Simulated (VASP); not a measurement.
# RbBr (Fm-3m) in VASP: notebook

Aim: see how the results for RbBr move with the level of theory and the settings. Levels: HSE06, PBEsol, r2SCAN. Tasks: single point.

Everything below comes from runs of VASP 6.6.1. Logs are shortened: lines on timing, memory, paths and dates and some standing lists are left out, and cuts for length are marked.

### Step 1. The cell of the first run

It takes space group Fm-3m (No. 225, cubic). The conventional cell has a = 6.808 Å, b = 6.808 Å, c = 6.808 Å, α = 90.00°, β = 90.00°, γ = 90.00°. Within 4.5 Å of Rb (site symmetry m-3m) lie 6 Br at 3.40 Å. Within 4.5 Å of Br (site symmetry m-3m) lie 6 Rb at 3.40 Å.

### Step 2. Single point, HSE06

POSCAR reads:

```
RbBr
1.0
    0.0000000000      3.4039993070      3.4039993070
    3.4039993070      0.0000000000      3.4039993070
    3.4039993070      3.4039993070      0.0000000000
Rb Br
1 1
Direct
    0.0000000000      0.0000000000      0.0000000000
    0.5000000000      0.5000000000      0.5000000000
```

INCAR.step1 reads:

```
ALGO = Normal
EDIFF = 1E-5
ENCUT = 520
GGA = PE
ISIF = 2
ISMEAR = -1
LASPH = True
LCHARG = False
LREAL = False
LWAVE = True
NBANDS = 15
NELM = 100
PREC = Accurate
SIGMA = 0.05
```

INCAR.step2 reads:

```
ALGO = Normal
EDIFF = 1E-6
ENCUT = 520
GGA = PE
HFSCREEN = 0.2079
ISIF = 2
ISMEAR = -1
ISTART = 1
LASPH = True
LCHARG = False
LHFCALC = True
LREAL = False
LWAVE = False
NBANDS = 15
NELM = 100
PREC = Accurate
PRECFOCK = Normal
SIGMA = 0.05
```

KPOINTS reads:

```
k-points
0
Gamma
  4 4 4
```

Potentials or basis: VASP PAW PBE potentials, release 64 (Rb_sv, Br).

Command:

```sh
$ cat potpaw_PBE.64/Rb_sv/POTCAR potpaw_PBE.64/Br/POTCAR > POTCAR
$ cp INCAR.step1 INCAR
$ mpirun -np 1 vasp_std > vasp.out
$ cp INCAR.step2 INCAR
$ mpirun -np 1 vasp_std > vasp.out
```

OUTCAR:

```text
EDIFF = 1E-6
   ENCUT = 520
   GGA = PE
   HFSCREEN = 0.2079
   ISIF = 2
   ISMEAR = -1
   ISTART = 1
   LASPH = True
   LHFCALC = True
   LREAL = False
   NELM = 100
   PREC = Accurate
   PRECFOCK = Normal

 ion  position               nearest neighbor table
   1  0.000  0.000  0.000-   2 3.40   2 3.40   2 3.40   2 3.40   2 3.40   2 3.40
   2  0.500  0.500  0.500-   1 3.40   1 3.40   1 3.40   1 3.40   1 3.40   1 3.40

  LATTYP: Found a face centered cubic cell.
 ALAT       =     6.8079986140

  Lattice vectors:

 A1 = (   0.0000000000,   3.4039993070,   3.4039993070)
 A2 = (   3.4039993070,   0.0000000000,   3.4039993070)
 A3 = (   3.4039993070,   3.4039993070,   0.0000000000)

Analysis of symmetry for initial positions (statically):
=====================================================================
 Subroutine PRICEL returns:
 Original cell was already a primitive cell.

 Routine SETGRP: Setting up the symmetry group for a
 face centered cubic supercell.

 Subroutine GETGRP returns: Found 48 space group operations
 (whereof 48 operations were pure point group operations)
 out of a pool of 48 trial point group operations.

The static configuration has the point symmetry O_h .

Analysis of symmetry for dynamics (positions and initial velocities):
=====================================================================
 Subroutine PRICEL returns:
 Original cell was already a primitive cell.

 Routine SETGRP: Setting up the symmetry group for a
 face centered cubic supercell.

 Subroutine GETGRP returns: Found 48 space group operations
 (whereof 48 operations were pure point group operations)
 out of a pool of 48 trial point group operations.

The dynamic configuration has the point symmetry O_h .

 Subroutine INISYM returns: Found 48 space group operations
 (whereof 48 operations are pure point group operations),
 and found     1 'primitive' translations

----------------------------------------------------------------------------------------

                                     Primitive cell

  volume of cell :      78.8857

  direct lattice vectors                    reciprocal lattice vectors
     0.000000000  3.403999307  3.403999307    -0.146886046  0.146886046  0.146886046
     3.403999307  0.000000000  3.403999307     0.146886046 -0.146886046  0.146886046
     3.403999307  3.403999307  0.000000000     0.146886046  0.146886046 -0.146886046

  length of vectors
     4.813981986  4.813981986  4.813981986     0.254414095  0.254414095  0.254414095

  position of ions in fractional coordinates (direct lattice)
     0.000000000  0.000000000  0.000000000
     0.500000000  0.500000000  0.500000000

  ion indices of the primitive-cell ions
   primitive index   ion index
                 1           1
                 2           2

----------------------------------------------------------------------------------------

 KPOINTS: k-points

Automatic generation of k-mesh.
 Grid dimensions read from file:
 generate k-points for:    4    4    4

 Generating k-lattice:

  Cartesian coordinates                     Fractional coordinates (reciprocal lattice)
    -0.036721512  0.036721512  0.036721512     0.250000000  0.000000000  0.000000000
     0.036721512 -0.036721512  0.036721512     0.000000000  0.250000000  0.000000000
     0.036721512  0.036721512 -0.036721512     0.000000000  0.000000000  0.250000000

  Length of vectors
     0.063603524  0.063603524  0.063603524

  Shift w.r.t. Gamma in fractional coordinates (k-lattice)
     0.000000000  0.000000000  0.000000000

 Subroutine IBZKPT returns following result:
 ===========================================

 Found      8 irreducible k-points:

 Following reciprocal coordinates:
            Coordinates               Weight
  0.000000  0.000000  0.000000      1.000000
  0.250000  0.000000  0.000000      8.000000
  0.500000  0.000000  0.000000      4.000000
  0.250000  0.250000  0.000000      6.000000
  0.500000  0.250000  0.000000     24.000000
 -0.250000  0.250000  0.000000     12.000000
  0.500000  0.500000  0.000000      3.000000
 -0.250000  0.500000  0.250000      6.000000
   k-points           NKPTS =      8   k-points in BZ     NKDIM =     64   number of bands    NBANDS=     15
   number of dos      NEDOS =    301   number of ions     NIONS =      2
   total plane-waves  NPLWV =  46656
   dimension x,y,z NGX =    36 NGY =   36 NGZ =   36
   dimension x,y,z NGXF=    72 NGYF=   72 NGZF=   72
   ions per type =               1   1
   NGX,Y,Z   is equivalent  to a cutoff of  12.43, 12.43, 12.43 a.u.
   NGXF,Y,Z  is equivalent  to a cutoff of  24.86, 24.86, 24.86 a.u.
 SYSTEM =  unknown system
   PREC   = accura    normal or accurate (medium, high low for compatibility)
   ISTART =      1    job   : 0-new  1-cont  2-samecut
   ICHARG =      0    charge: 1-file 2-atom 10-const
   ISPIN  =      1    spin polarized calculation?
   LNONCOLLINEAR =      F non collinear calculations
   LSORBIT =      F    spin-orbit coupling
   LASPH  =      T    aspherical Exc in radial PAW
   ENCUT  =  520.0 eV  38.22 Ry    6.18 a.u.   8.95  8.95  8.95*2*pi/ulx,y,z
   NELM   =    100;   NELMIN=  2; NELMDL=  0     # of ELM steps
   EDIFF  = 0.1E-05   stopping-criterion for ELM
   LREAL  =      F    real-space projection
   EDIFFG = 0.1E-04   stopping-criterion for IOM
   NSW    =      0    number of steps for IOM
   IBRION =     -1    ionic relax: 0-MD 1-quasi-New 2-CG
   NFREE  =      0    steps in history (QN), initial steepest desc. (CG)
   ISIF   =      2    stress and relaxation
   ISYM   =      3    0-nonsym 1-usesym 2-fastsym
   POTIM  = 0.5000    time-step for ionic-motion
   TEBEG  =    0.0;   TEEND  =   0.0 temperature during run
   PSTRESS=    0.0 pullay stress
   NELECT =      16.0000    total number of electrons
   NUPDOWN=      -1.0000    fix difference up-down
   EMIN   =  10.00;   EMAX   =-10.00  energy-range for DOS
   EFERMI =   0.00;   METHOD = LEGACY
   ISMEAR =    -1;   SIGMA  =   0.05  broadening in eV -4-tet -1-fermi 0-gaus
   EFERMI_NEDOS =   21; number of points for ismear=-14 and -15
   IALGO  =     38    algorithm
   IMIX   =      1    mixing-type and parameters
     AMIX     =   0.40;   BMIX     =  1.00
     AMIX_MAG =   1.60;   BMIX_MAG =  1.00
  volume/ion in A,a.u.               =      39.44       266.17
  Fermi-wavevector in a.u.,A,eV,Ry     =   0.961868  1.817666 12.587968  0.925190
  Thomas-Fermi vector in A             =   2.091277
   LORBIT       =      0    0 simple, 1 ext, 2 COOP (PROOUT), +10 PAW based schemes
   GGA     = PE    functional components
   LHFCALC =     T    Hartree Fock is set to
   PRECFOCK=normal    Normal, Fast or Accurate (Low or Medium for compatibility)
   ENCUT4O =  -1.0   cutoff for four orbital integrals eV
   NKREDX  =     1    reduce k-point grid by
   NKREDY  =     1    reduce k-point grid by
   NKREDZ  =     1    reduce k-point grid by
   AEXX    =    0.2500 exact exchange contribution
   HFSCREEN=    0.2079 screening length (either q_TF or 0.3 A-1)
   HFSCREENC=   0.2079 screening length for correlation (either q_TF or 0.3 A-1)
   ENCUTFOCK=  -1.0 apply spherical cutoff to Coloumb kernel
   IVDW    =     0    specifies the selected vdW correction
   LEPSILON=     F    determine dielectric tensor
   LRPA    =     F    only Hartree local field effects (RPA)
 non-spin polarized calculation
  energy-cutoff  :      520.00
  volume of cell :       78.89
 maximum number of plane-waves:      2148
  NGX = 28; NGY = 28; NGZ = 28

 number of electron      16.0000002 magnetization

 Free energy of the ion-electron system (eV)
  ---------------------------------------------------
  ext. energy  EPLUGINS =         0.00000000
  ---------------------------------------------------
  free energy    TOTEN  =        -7.05481732 eV

  energy without entropy =       -7.05481732  energy(sigma->0) =       -7.05481732

 E-fermi :  -1.3978     XC(G=0):  -6.1411

 val. band max:       -2.5510500241   @ k =   0.0000   0.0000   0.0000
 cond. band min:       3.0280187272   @ k =   0.0000   0.0000   0.0000
 fundamental gap:      5.5790687513
 Fermi energy:        -1.3978120699

 k-point     1 :       0.0000    0.0000    0.0000
  band No.  band energies     occupation
      1     -28.5980      2.00000
      2     -15.7755      2.00000
      3     -11.5148      2.00000
      4     -11.5148      2.00000
      5     -11.5148      2.00000
      6      -2.5511      2.00000
      7      -2.5511      2.00000
      8      -2.5511      2.00000
      9       3.0280      0.00000
     10       6.0004      0.00000
     11       6.0004      0.00000
     12       6.0004      0.00000
     13       6.9885      0.00000
     14       6.9885      0.00000
     15       9.6211      0.00000

 k-point     2 :       0.2500    0.0000    0.0000
  band No.  band energies     occupation
      1     -28.5921      2.00000
      2     -15.7986      2.00000
      3     -11.5168      2.00000
      4     -11.5168      2.00000
      5     -11.4805      2.00000
      6      -3.1405      2.00000
      7      -2.7527      2.00000
      8      -2.7527      2.00000
      9       4.3341      0.00000
     10       5.8373      0.00000
     11       6.7731      0.00000
     12       6.7731      0.00000
     13       7.9273      0.00000
     14       7.9273      0.00000
     15      11.4210      0.00000
[... 77 lines left out ...]
      3     -11.7237      2.00000
      4     -11.5975      2.00000
      5     -11.5975      2.00000
      6      -3.0580      2.00000
      7      -2.7224      2.00000
      8      -2.7224      2.00000
      9       4.1855      0.00000
     10       5.9582      0.00000
     11       7.9962      0.00000
     12       8.1306      0.00000
     13       8.4390      0.00000
     14       9.8977      0.00000
     15       9.8977      0.00000

 k-point     8 :      -0.2500    0.5000    0.2500
  band No.  band energies     occupation
      1     -28.5828      2.00000
      2     -15.7423      2.00000
      3     -11.6603      2.00000
      4     -11.6603      2.00000
      5     -11.4864      2.00000
      6      -3.0854      2.00000
      7      -2.9223      2.00000
      8      -2.9223      2.00000
      9       5.7562      0.00000
     10       5.7562      0.00000
     11       7.1362      0.00000
     12       7.5545      0.00000
     13       9.9519      0.00000
     14       9.9579      0.00000
     15      10.0704      0.00000

------------------------ aborting loop because EDIFF is reached ----------------------------------------

  FORCE on cell =-STRESS in cart. coord.  units (eV):
  Direction    XX          YY          ZZ          XY          YZ          ZX
  --------------------------------------------------------------------------------------
  -------------------------------------------------------------------------------------
  Total        0.5464858      0.5464858      0.5464858     -0.0000000      0.0000000      0.0000000
  in kB       11.0991857     11.0991857     11.0991857     -0.0000000      0.0000000      0.0000000
  external PRESSURE =      11.0991857 kB  Pullay stress =       0.0000000 kB

 VOLUME and BASIS-vectors are now :
 -----------------------------------------------------------------------------
  energy-cutoff  :      520.00
  volume of cell :       78.89
      direct lattice vectors                 reciprocal lattice vectors
     0.000000000  3.403999307  3.403999307    -0.146886046  0.146886046  0.146886046
     3.403999307  0.000000000  3.403999307     0.146886046 -0.146886046  0.146886046
     3.403999307  3.403999307  0.000000000     0.146886046  0.146886046 -0.146886046

 POSITION                                       TOTAL-FORCE (eV/Angst)
 -----------------------------------------------------------------------------------
      0.00000      0.00000      0.00000         0.000000      0.000000      0.000000
      3.40400      3.40400      3.40400        -0.000000     -0.000000     -0.000000
 -----------------------------------------------------------------------------------
    total drift:                               -0.000000     -0.000000     -0.000000

  FREE ENERGIE OF THE ION-ELECTRON SYSTEM (eV)
  ---------------------------------------------------
  free  energy   TOTEN  =        -7.0548173153 eV

  energy  without entropy=       -7.0548173153  energy(sigma->0) =       -7.05481732
```

Wall time 5.3 min (1 thread of AMD EPYC 9R45 (Zen 5), shared host); peak memory 0.29 GiB.

What came out:

* Free energy: -7.0548 eV
* Pressure: 1.1 GPa
* Band gap on the k mesh: 5.58 eV

Caveat: the PAW data sets were made with another functional, which shifts forces and pressure a little.

[end of part 1 of 3]
